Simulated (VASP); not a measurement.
Set up this calculation in VASP 6.6.1, as the native input.

```yaml
Task: single point
Functional: PBEsol
Potentials_or_basis: VASP PAW PBE potentials, release 64 (Sc_sv, Al)
Cutoff: 520 eV
k_mesh: 12 × 12 × 8
Occupations: gaussian, width 0.15 eV
Spin: no spin polarisation
Dipole_correction: no
Further_INCAR_settings: ALGO = Fast; EDIFF = 1e-07; NBANDS = 34
```

The structure of Sc2Al lies in POSCAR:

```
Sc2Al
1.0
    4.8508989722      0.0000000000      0.0000000000
   -2.4254494861      4.2010017412      0.0000000000
    0.0000000000      0.0000000000      5.9333150372
Sc Al
4 2
Direct
    0.0000000000      0.0000000000      0.0000000000
    0.0000000000      0.0000000000      0.5000000000
    0.3333333333      0.6666666667      0.7500000000
    0.6666666667      0.3333333333      0.2500000000
    0.3333333333      0.6666666667      0.2500000000
    0.6666666667      0.3333333333      0.7500000000
```

This cell differs from its parent crystal: strain +0.000 along x and y, -0.025 along z.

One way to write it, as run:

INCAR

```
PREC = Accurate
ENCUT = 520
EDIFF = 1E-7
ISMEAR = 0
SIGMA = 0.15
LREAL = F
LASPH = T
NELM = 100
ALGO = Fast
ISIF = 2
LWAVE = F
LCHARG = F
GGA = PS
NBANDS = 34
```

KPOINTS

```
Automatic mesh
0
Gamma
  12 12 8
```

Potentials or basis: VASP PAW PBE potentials, release 64 (Sc_sv, Al).

Command:

```sh
$ cat potpaw_PBE.64/Sc_sv/POTCAR potpaw_PBE.64/Al/POTCAR > POTCAR
$ mpirun -np 1 vasp_std > vasp.out
```

Results of the run:

```yaml
Pressure: 1.9 GPa
Band_gap_on_the_k_mesh: zero (bands 25 and 26 overlap by 0.79 eV)
```

Caveat: the cell differs from its parent crystal (strain +0.000 along x and y, -0.025 along z); the PAW data sets were made with another functional, which shifts forces and pressure a little.

Wall time 7 min on 1 thread of Intel(R) Xeon(R) Platinum 8559C (Emerald Rapids), on a shared host, peak memory 0.45 GiB.
